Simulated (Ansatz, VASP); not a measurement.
Pd in VASP and in Ansatz

```
Pd
1.0
     2.78367    0.00000    0.00000
    -1.39183    2.41072    0.00000
     0.00000    0.00000    4.62889
Pd
2
Direct
  0.33333 0.66667 0.25000
  0.66667 0.33333 0.75000
```

Alike in both runs: functional LDA; k mesh 6 × 6 × 4; occupations fermi-dirac, width 0.05 eV; no spin polarisation.

```csv
,VASP,Ansatz
version,VASP 6.6.1,Ansatz 0.2.0
potentials or method,"VASP PAW LDA potentials, release 64 (Pd)",Ansatz PAW
plane-wave cutoff (eV),520,420
valence electrons in the cell,20,36
task,single point,band structure
```

```csv
,VASP,Ansatz,Ansatz less VASP
gap on the k mesh at the Fermi level (eV),none,none,-
pressure (GPa),-16.0,-16.2,-0.24
"traceless stress, the component that is largest in VASP (GPa)",1.64,1.74,+0.099
```

LDA's correlation is that of Perdew and Zunger in VASP and of Perdew and Wang (1992) in Ansatz. A gap of «none» marks a metal or a gap that the smearing closes. VASP's potentials hold 20 valence electrons a cell and Ansatz's 36, so a difference there can come from the potentials and not from the codes.

The k mesh is coarse, so the values compare programs but aren't converged.
